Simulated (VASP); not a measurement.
Wanted: the native input for a VASP 6.6.1 run.

| Quantity | Value |
| --- | --- |
| Task | electric field gradients |
| Functional | PBEsol |
| Potentials or basis | VASP PAW PBE potentials, release 64 (Mg, H) |
| Cutoff | 520 eV |
| k mesh | 6 × 6 × 8 |
| Occupations | gaussian, width 0.01 eV |
| Spin | no spin polarisation |
| Dipole correction | no |
| Further INCAR settings | ALGO = Normal; EDIFF = 1e-08; NBANDS = 13 |

The structure of MgH2 lies in POSCAR:

```
MgH2
1.0
    4.4762379314      0.0000000000      0.0000000000
    0.0000000000      4.4762379314      0.0000000000
    0.0000000000      0.0000000000      3.0079247385
Mg H
2 4
Direct
    0.0000000000      0.0000000000      0.0000000000
    0.5000000000      0.5000000000      0.5000000000
    0.3045035058      0.3045035058      0.0000000000
    0.1954964942      0.8045035058      0.5000000000
    0.6954964942      0.6954964942      0.0000000000
    0.8045035058      0.1954964942      0.5000000000
```

One way to write it, as run:

INCAR

```
SYSTEM = MgH2
  PREC = Accurate
  ENCUT = 520
  EDIFF = 1E-8
  ISMEAR = 0
  SIGMA = 0.01
  LREAL = .FALSE.
  LASPH = .TRUE.
  NELM = 120
  ALGO = Normal
  ISIF = 2
  LWAVE = .FALSE.
  LCHARG = .FALSE.
  GGA = PS
  LEFG = .TRUE.
  NBANDS = 13
  GGA_COMPAT = .FALSE.
```

KPOINTS

```
regular mesh
0
G
  6 6 8
  0 0 0
```

Potentials or basis: VASP PAW PBE potentials, release 64 (Mg, H).

Launch:

```bash
$ cat potpaw_PBE.64/Mg/POTCAR potpaw_PBE.64/H/POTCAR > POTCAR
$ mpirun -np 1 vasp_std > vasp.out
```

Results of the run:

| Property | Result |
| --- | --- |
| Pressure | -0.2 GPa |
| Band gap on the k mesh | 3.57 eV (least direct gap 4.40 eV) |
| Largest electric field gradient by atom | Mg +6.0; H -5.5 V/Å² |

Caveat: without QUAD_EFG the Cq values of the log hold for a quadrupole moment of 1 mb, not for the nuclei; the PAW data sets were made with another functional, which shifts forces and pressure a little.

It took 24 s on 1 thread of AMD EPYC 9R45 96-Core Processor (Zen 5), with other jobs on the host, peak memory 0.16 GiB.
